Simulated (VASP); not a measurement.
Wanted: the native input for a VASP 6.6.1 run.

```
Task                   : single point
Functional             : r2SCAN
Potentials or basis    : VASP PAW PBE potentials, release 64 (Al, N)
Cutoff                 : 520 eV
k mesh                 : 9 × 9 × 4
Occupations            : gaussian, width 0.01 eV
Spin                   : no spin polarisation
Dipole correction      : no
Further INCAR settings : ALGO = Normal; EDIFF = 1e-06; NBANDS = 16
```

AlN:

```xyz
4
Lattice="2.8329 0.0000 0.0000 -1.4164 2.4533 0.0000 0.0000 0.0000 4.8410" Properties=species:S:1:pos:R:3 pbc="T T T"
Al    0.0000    0.0000    0.0000
Al    0.0000    0.0000    2.4205
N     0.0000    1.6355    1.2103
N     1.4164    0.8178    3.6308
```

The input as run:

POSCAR

```
AlN
1.0
    2.8328531146      0.0000000000      0.0000000000
   -1.4164265573      2.4533227624      0.0000000000
    0.0000000000      0.0000000000      4.8410108389
Al N
2 2
Direct
    0.0000000000      0.0000000000      0.0000000000
    0.0000000000      0.0000000000      0.5000000000
    0.3333333333      0.6666666667      0.2500000000
    0.6666666667      0.3333333333      0.7500000000
```

INCAR.step1

```
SYSTEM = AlN
PREC = Accurate
ENCUT = 520
ISMEAR = 0
SIGMA = 0.01
LREAL = .FALSE.
LASPH = .TRUE.
NELM = 60
NBANDS = 16
GGA = PE
ALGO = Normal
EDIFF = 1E-4
LWAVE = .TRUE.
LCHARG = .FALSE.
```

INCAR.step2

```
SYSTEM = AlN
PREC = Accurate
ENCUT = 520
EDIFF = 1E-6
ISMEAR = 0
SIGMA = 0.01
LREAL = .FALSE.
LASPH = .TRUE.
NELM = 60
ALGO = Normal
ISIF = 2
LWAVE = .FALSE.
LCHARG = .FALSE.
METAGGA = R2SCAN
LMIXTAU = .TRUE.
NBANDS = 16
ISTART = 1
```

KPOINTS

```
regular mesh
0
G
  9 9 4
  0 0 0
```

Potentials or basis: VASP PAW PBE potentials, release 64 (Al, N).

Command:

```sh
$ cat potpaw_PBE.64/Al/POTCAR potpaw_PBE.64/N/POTCAR > POTCAR
$ cp INCAR.step1 INCAR
$ mpirun -np 1 vasp_std > vasp.out
$ cp INCAR.step2 INCAR
$ mpirun -np 1 vasp_std > vasp.out
```

It gave:

```
Pressure               : -0.8 GPa
Band gap on the k mesh : 5.88 eV, indirect (least direct gap 5.96 eV)
```

Caveat: the PAW data sets were made with another functional, which shifts forces and pressure a little.

Wall time 37 s on 1 thread of Intel(R) Xeon(R) Platinum 8488C (Sapphire Rapids), with other jobs on the host, peak memory 0.15 GiB.
